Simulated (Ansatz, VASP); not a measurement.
**GeW3: VASP beside Ansatz**

```xyz
4
Lattice="3.9765 0.0000 0.0000 0.0000 3.9765 0.0000 0.0000 0.0000 3.9765" Properties=species:S:1:pos:R:3 pbc="T T T"
Ge    0.0000    0.0000    0.0000
W     0.0000    1.9882    1.9882
W     1.9882    0.0000    1.9882
W     1.9882    1.9882    0.0000
```

Alike in both runs: functional PBE; k mesh 4 × 4 × 4; occupations gaussian, width 0.1 eV; no spin polarisation.

Ansatz relaxed the structure, and its values are those at the end. VASP's run is a single point on that final structure, the one shown.

|  | VASP | Ansatz |
| --- | --- | --- |
| version | VASP 6.6.1 | Ansatz 0.2.0 |
| potentials or method | VASP PAW PBE potentials, release 64 (Ge_d, W_sv), cutoff 520 eV | scalar-relativistic, plane waves, PAW |
| valence electrons in the cell | 56 | 56 |

```tsv
	VASP	Ansatz	Ansatz less VASP
gap on the k mesh at the Fermi level (eV)	none	none	-
pressure (GPa)	0.5	0.0	-0.46
```

A gap of «none» marks a metal or a gap that the smearing closes. The functional is the same, so the differences come from potentials, cutoffs and numerics.

The k mesh is coarse, so the values compare programs but aren't converged. Spin-orbit coupling is off throughout.
